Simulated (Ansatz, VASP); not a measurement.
# One calculation of MgBe, two programs

```xyz
4
Lattice="4.7180 0.0000 0.0000 0.0000 4.7180 0.0000 0.0000 0.0000 3.9705" Properties=species:S:1:pos:R:3 pbc="T T T"
Mg    2.3590    0.0000    2.1016
Mg    0.0000    2.3590    2.1016
Be    2.3590    2.3590    3.1605
Be    2.3590    2.3590    1.1989
```

Alike in both runs: task relaxation of cell and atoms; functional PBE; k mesh 10 × 10 × 12; occupations gaussian, width 0.1 eV; no spin polarisation.

```csv
,VASP,Ansatz
version,VASP 6.6.1,Ansatz 0.2.0
potentials or method,"VASP PAW PBE potentials, release 64 (Mg, Be), cutoff 600 eV","scalar-relativistic, plane waves, PAW"
valence electrons in the cell,8,24
```

Ansatz gave:

```
gap on the k mesh at the Fermi level, each at its own relaxed structure (eV) : none
relaxed volume (Å³/atom)                                                     : 22.17
relaxed cell length with the largest relative difference (Å)                 : 4.717
```

Problem. What did VASP give for the same quantities?

Solution. gap on the k mesh at the Fermi level, each at its own relaxed structure (eV): none; relaxed volume (Å³/atom): 22.15; relaxed cell length with the largest relative difference (Å): 4.715.

A gap of «none» marks a metal or a gap that the smearing closes. VASP's potentials hold 8 valence electrons a cell and Ansatz's 24, so a difference there can come from the potentials and not from the codes.
